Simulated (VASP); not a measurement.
# Ca3Zr3N2 (P4/mmm) in VASP: relaxation of cell and atoms with PBE

Aim: the relaxation of cell and atoms of Ca3Zr3N2 with PBE.

All numbers are computed with VASP 6.6.1; they aren't measurements. Logs are shortened: lines on timing, memory, paths and dates and some standing lists are left out, and cuts for length are marked.

## 1. The cell of the first run

It takes space group P4/mmm (No. 123, tetragonal). Conventional cell: a = 3.278 Å, b = 3.278 Å, c = 15.938 Å, α = 90.00°, β = 90.00°, γ = 90.00°. Within 3.3 Å of Ca (site symmetry 4mm) lie 1 N at 2.45 Å and 4 Ca at 3.28 Å. Within 4.3 Å of Ca (site symmetry 4/mmm) lie 12 Ca at 3.28 to 3.95 Å. Zr (site symmetry 4/mmm) has 2 N at 2.32 Å and 12 Zr at 3.21 to 3.28 Å within 3.3 Å. Zr (site symmetry 4mm) has 4 N at 2.32 Å and 8 Zr at 3.21 to 3.28 Å within 3.3 Å. Within 3.1 Å of N (site symmetry 4mm) lie 5 Zr at 2.32 Å and 1 Ca at 2.45 Å.

## 2. Relaxation of cell and atoms, PBE

INCAR reads:

```
SYSTEM = Ca3Zr3N2
ALGO = Normal
EDIFF = 1E-7
EDIFFG = -0.01
ENCUT = 600
GGA = PE
GGA_COMPAT = .False.
IBRION = 2
ISIF = 3
ISMEAR = 0
LASPH = .True.
LCHARG = .False.
LREAL = .False.
LWAVE = .False.
NELM = 120
NELMIN = 4
NSW = 100
PREC = Accurate
SIGMA = 0.1
```

KPOINTS reads:

```
k-points
0
Gamma
  10 10 2
  0 0 0
```

POSCAR reads:

```
Ca3Zr3N2
1.0
    3.2776373579      0.0000000000      0.0000000000
    0.0000000000      3.2776373579      0.0000000000
    0.0000000000      0.0000000000     15.9383478413
Ca Zr N
3 3 2
Direct
    0.0000000000      0.0000000000      0.7005366341
    0.0000000000      0.0000000000      0.2994633659
    0.5000000000      0.5000000000      0.5000000000
    0.0000000000      0.0000000000      0.0000000000
    0.5000000000      0.5000000000      0.8611044800
    0.5000000000      0.5000000000      0.1388955200
    0.0000000000      0.0000000000      0.1454401173
    0.0000000000      0.0000000000      0.8545598827
```

Potentials or basis: VASP PAW PBE potentials, release 64 (Ca_sv, Zr_sv, N).

Started as:

```sh
$ cat potpaw_PBE.64/Ca_sv/POTCAR potpaw_PBE.64/Zr_sv/POTCAR potpaw_PBE.64/N/POTCAR > POTCAR
$ mpirun -np 1 vasp_std > vasp.out
```

OUTCAR:

```text
SYSTEM = Ca3Zr3N2
   EDIFF = 1E-7
   EDIFFG = -0.01
   ENCUT = 600
   GGA = PE
   IBRION = 2
   ISIF = 3
   ISMEAR = 0
   LASPH = .True.
   LREAL = .False.
   NELM = 120
   NELMIN = 4
   NSW = 100
   PREC = Accurate

 ion  position               nearest neighbor table
   1  0.000  0.000  0.701-   8 2.45   5 3.45   5 3.45   5 3.45   5 3.45
   2  0.000  0.000  0.299-   7 2.45   6 3.45   6 3.45   6 3.45   6 3.45
   3  0.500  0.500  0.500-
   4  0.000  0.000  0.000-   7 2.32   8 2.32   5 3.21   6 3.21   5 3.21   6 3.21   5 3.21   6 3.21
                             5 3.21   6 3.21
   5  0.500  0.500  0.861-   8 2.32   8 2.32   8 2.32   8 2.32   4 3.21   4 3.21   4 3.21   4 3.21
                             1 3.45   1 3.45   1 3.45   1 3.45
   6  0.500  0.500  0.139-   7 2.32   7 2.32   7 2.32   7 2.32   4 3.21   4 3.21   4 3.21   4 3.21
                             2 3.45   2 3.45   2 3.45   2 3.45
   7  0.000  0.000  0.145-   4 2.32   6 2.32   6 2.32   6 2.32   6 2.32   2 2.45
   8  0.000  0.000  0.855-   4 2.32   5 2.32   5 2.32   5 2.32   5 2.32   1 2.45

  LATTYP: Found a simple tetragonal cell.
 ALAT       =     3.2776373579
 C/A-ratio  =     4.8627551193

  Lattice vectors:

 A1 = (   3.2776373579,   0.0000000000,   0.0000000000)
 A2 = (   0.0000000000,   3.2776373579,   0.0000000000)
 A3 = (   0.0000000000,   0.0000000000,  15.9383478413)

Analysis of symmetry for initial positions (statically):
=====================================================================
 Subroutine PRICEL returns:
 Original cell was already a primitive cell.

 Routine SETGRP: Setting up the symmetry group for a
 simple tetragonal supercell.

 Subroutine GETGRP returns: Found 16 space group operations
 (whereof 16 operations were pure point group operations)
 out of a pool of 16 trial point group operations.

The static configuration has the point symmetry D_4h.

Analysis of symmetry for dynamics (positions and initial velocities):
=====================================================================
 Subroutine PRICEL returns:
 Original cell was already a primitive cell.

 Routine SETGRP: Setting up the symmetry group for a
 simple tetragonal supercell.

 Subroutine GETGRP returns: Found 16 space group operations
 (whereof 16 operations were pure point group operations)
 out of a pool of 16 trial point group operations.

The dynamic configuration has the point symmetry D_4h.

 Subroutine INISYM returns: Found 16 space group operations
 (whereof 16 operations are pure point group operations),
 and found     1 'primitive' translations

----------------------------------------------------------------------------------------

                                     Primitive cell

  volume of cell :     171.2242

  direct lattice vectors                    reciprocal lattice vectors
[... 101 lines left out ...]
   EDIFFG = -.1E-01   stopping-criterion for IOM
   NSW    =    100    number of steps for IOM
   IBRION =      2    ionic relax: 0-MD 1-quasi-New 2-CG
   NFREE  =      1    steps in history (QN), initial steepest desc. (CG)
   ISIF   =      3    stress and relaxation
   ISYM   =      2    0-nonsym 1-usesym 2-fastsym
   POTIM  = 0.5000    time-step for ionic-motion
   TEBEG  =    0.0;   TEEND  =   0.0 temperature during run
   PSTRESS=    0.0 pullay stress
   NELECT =      76.0000    total number of electrons
   NUPDOWN=      -1.0000    fix difference up-down
   EMIN   =  10.00;   EMAX   =-10.00  energy-range for DOS
   EFERMI =   0.00;   METHOD = LEGACY
   ISMEAR =     0;   SIGMA  =   0.10  broadening in eV -4-tet -1-fermi 0-gaus
   EFERMI_NEDOS =   21; number of points for ismear=-14 and -15
   IALGO  =     38    algorithm
   IMIX   =      4    mixing-type and parameters
     AMIX     =   0.40;   BMIX     =  1.00
     AMIX_MAG =   1.60;   BMIX_MAG =  1.00
  volume/ion in A,a.u.               =      21.40       144.43
  Fermi-wavevector in a.u.,A,eV,Ry     =   1.248795  2.359880 21.218120  1.559488
  Thomas-Fermi vector in A             =   2.382865
   LORBIT       =      0    0 simple, 1 ext, 2 COOP (PROOUT), +10 PAW based schemes
   GGA     = PE    functional components
   LHFCALC =     F    Hartree Fock is set to
   AEXX    =    0.0000 exact exchange contribution
   IVDW    =     0    specifies the selected vdW correction
   LEPSILON=     F    determine dielectric tensor
   LRPA    =     F    only Hartree local field effects (RPA)
 conjugate gradient relaxation of ions
 non-spin polarized calculation
 Gauss-broadening in eV      SIGMA  =   0.10
  energy-cutoff  :      600.00
  volume of cell :      171.22
 maximum number of plane-waves:      5776
 NGX is ok and might be reduce to    28
   NGX = 13   NGY = 13   NGZ = 63

--------------------------------------- Ionic step        1  -------------------------------------------

 number of electron      76.0000003 magnetization

 Free energy of the ion-electron system (eV)
  ---------------------------------------------------
  ext. energy  EPLUGINS =         0.00000000
  ---------------------------------------------------
  free energy    TOTEN  =       -53.55882610 eV

  energy without entropy =      -53.52463970  energy(sigma->0) =      -53.54173290

 E-fermi :   5.9147     XC(G=0): -10.0062

 val. band max:        5.9117786572   @ k =   0.3000   0.3000   0.0000
 cond. band min:       5.9201404080   @ k =   0.0000   0.0000   0.0000
 fundamental gap:      0.0083617508
 Fermi energy:         5.9146953601

 k-point     1 :       0.0000    0.0000    0.0000
  band No.  band energies     occupation
      1     -42.9559      2.00000
      2     -42.9452      2.00000
      3     -42.5053      2.00000
      4     -35.5810      2.00000
      5     -35.0167      2.00000
      6     -35.0166      2.00000
[... 1262 lines left out ...]
  FREE ENERGIE OF THE ION-ELECTRON SYSTEM (eV)
  ---------------------------------------------------
  free  energy   TOTEN  =       -53.5648995226 eV

  energy  without entropy=      -53.5310940219  energy(sigma->0) =      -53.54799677

[... ionic steps 4 to 9 ...]

--------------------------------------- Ionic step       10  -------------------------------------------

 number of electron      76.0000000 magnetization

------------------------ aborting loop because EDIFF is reached ----------------------------------------
[... 79 lines left out ...]
--------------------------------------- Ionic step       12  -------------------------------------------

 number of electron      75.9999999 magnetization

 Free energy of the ion-electron system (eV)
  ---------------------------------------------------
  ext. energy  EPLUGINS =         0.00000000
  ---------------------------------------------------
  free energy    TOTEN  =       -53.56714795 eV

  energy without entropy =      -53.53683506  energy(sigma->0) =      -53.55199151

 E-fermi :   5.8767     XC(G=0):  -9.9857

 val. band max:        5.8741485661   @ k =   0.4000   0.3000   0.5000
 cond. band min:       5.8796057948   @ k =   0.3000   0.1000   0.0000
 fundamental gap:      0.0054572287
 Fermi energy:         5.8767320920

 k-point     1 :       0.0000    0.0000    0.0000
  band No.  band energies     occupation
      1     -43.0533      2.00000
      2     -43.0439      2.00000
      3     -42.5807      2.00000
      4     -35.6130      2.00000
      5     -35.0707      2.00000
      6     -35.0706      2.00000
[... 1178 lines left out ...]
  FREE ENERGIE OF THE ION-ELECTRON SYSTEM (eV)
  ---------------------------------------------------
  free  energy   TOTEN  =       -53.5671479538 eV

  energy  without entropy=      -53.5368350578  energy(sigma->0) =      -53.55199151

 reached required accuracy - stopping structural energy minimisation
```

OSZICAR:

```text
N       E                     dE             d eps       ncg     rms          rms(c)
DAV:   1     0.949259282567E+03    0.94926E+03   -0.42114E+04  3780   0.186E+03
DAV:   2     0.276739895955E+02   -0.92159E+03   -0.90515E+03  4336   0.526E+02
DAV:   3    -0.547650643052E+02   -0.82439E+02   -0.80836E+02  5800   0.131E+02
[... 151 lines left out ...]
DAV:   7    -0.535671462942E+02   -0.35401E-05   -0.31811E-06  5517   0.564E-03    0.196E-03
DAV:   8    -0.535671473853E+02   -0.10911E-05   -0.91733E-07  3838   0.334E-03    0.133E-03
DAV:   9    -0.535671476665E+02   -0.28120E-06   -0.22136E-07  2968   0.191E-03    0.805E-04
DAV:  10    -0.535671478600E+02   -0.19345E-06   -0.48094E-08  2135   0.117E-03    0.263E-04
DAV:  11    -0.535671479538E+02   -0.93814E-07   -0.21304E-08  2090   0.764E-04
  12 F= -.53567148E+02 E0= -.53551992E+02  d E =-.316162E-04
```

CONTCAR:

```text
Ca3Zr3N2
   1.00000000000000
     3.2959284851385631    0.0000000000000000    0.0000000000000000
     0.0000000000000000    3.2959284851385631    0.0000000000000000
     0.0000000000000000   -0.0000000000000000   15.8648255389845918
  Ca              Zr              N
     3     3     2
Direct
     0.0000000000000000    0.0000000000000000    0.6986162557619484
     0.0000000000000000    0.0000000000000000    0.3013837442380516
     0.5000000000000000    0.5000000000000000    0.5000000000000000
     0.0000000000000000    0.0000000000000000    0.0000000000000000
     0.5000000000000000    0.5000000000000000    0.8604395774560081
     0.5000000000000000    0.5000000000000000    0.1395604225439921
     0.0000000000000000    0.0000000000000000    0.1458470101885876
     0.0000000000000000    0.0000000000000000    0.8541529898114123

  0.00000000E+00  0.00000000E+00  0.00000000E+00
  0.00000000E+00  0.00000000E+00  0.00000000E+00
  0.00000000E+00  0.00000000E+00  0.00000000E+00
  0.00000000E+00  0.00000000E+00  0.00000000E+00
  0.00000000E+00  0.00000000E+00  0.00000000E+00
  0.00000000E+00  0.00000000E+00  0.00000000E+00
  0.00000000E+00  0.00000000E+00  0.00000000E+00
  0.00000000E+00  0.00000000E+00  0.00000000E+00
```

It took 67 min on 1 thread of Intel Xeon Platinum 8259CL at 2.50GHz (Skylake/Cascade Lake), shared host; peak memory 0.55 GiB.

What came out:

```yaml
Free_energy: -53.5671 eV
Relaxed_volume: 21.54 Å³/atom
Relaxed_cell: a = 3.296 Å, b = 3.296 Å, c = 15.865 Å, α = 90.00°, β = 90.00°, γ = 90.00°
Space_group_after_relaxing_to_0.1_Å: P4/mmm (No. 123)
Energy_gained_by_relaxing: 1.0 meV/atom
Ionic_steps: 12
Pressure_after_relaxing: 0.0 GPa
Largest_force_after_relaxing: 0.006 eV/Å
Band_gap_on_the_k_mesh: zero (bands 38 and 39 overlap by 0.70 eV)
```

Forces in eV/Å, atoms in the order of the input:
```
Ca   0.000  0.000 -0.003
Ca   0.000  0.000  0.003
Ca   0.000  0.000  0.000
Zr   0.000  0.000  0.000
Zr   0.000  0.000 -0.005
Zr   0.000  0.000  0.005
N    0.000  0.000 -0.006
N    0.000  0.000  0.006
```

Step by step:
```csv
step,energy change (eV),largest force (eV/Å),pressure (GPa),volume (Å³)
1,0.0000,0.1045,0.93,171.22
2,-0.0035,0.0601,-0.70,174.32
3,-0.0061,0.0556,-0.07,173.08
4,-0.0068,0.0484,-0.05,173.00
5,-0.0073,0.0349,-0.01,172.85
6,-0.0075,0.0316,-0.01,172.80
7,-0.0079,0.0342,-0.01,172.62
8,-0.0082,0.0248,0.00,172.46
9,-0.0083,0.0100,0.04,172.21
10,-0.0083,0.0118,0.03,172.24
11,-0.0083,0.0073,-0.11,172.46
12,-0.0083,0.0057,-0.03,172.34
```

Final structure:
```xyz
8
Lattice="3.2959 0.0000 0.0000 0.0000 3.2959 0.0000 0.0000 0.0000 15.8648" Properties=species:S:1:pos:R:3 pbc="T T T"
Ca    0.0000    0.0000   11.0834
Ca    0.0000    0.0000    4.7814
Ca    1.6480    1.6480    7.9324
Zr    0.0000    0.0000    0.0000
Zr    1.6480    1.6480   13.6507
Zr    1.6480    1.6480    2.2141
N     0.0000    0.0000    2.3138
N     0.0000    0.0000   13.5510
```
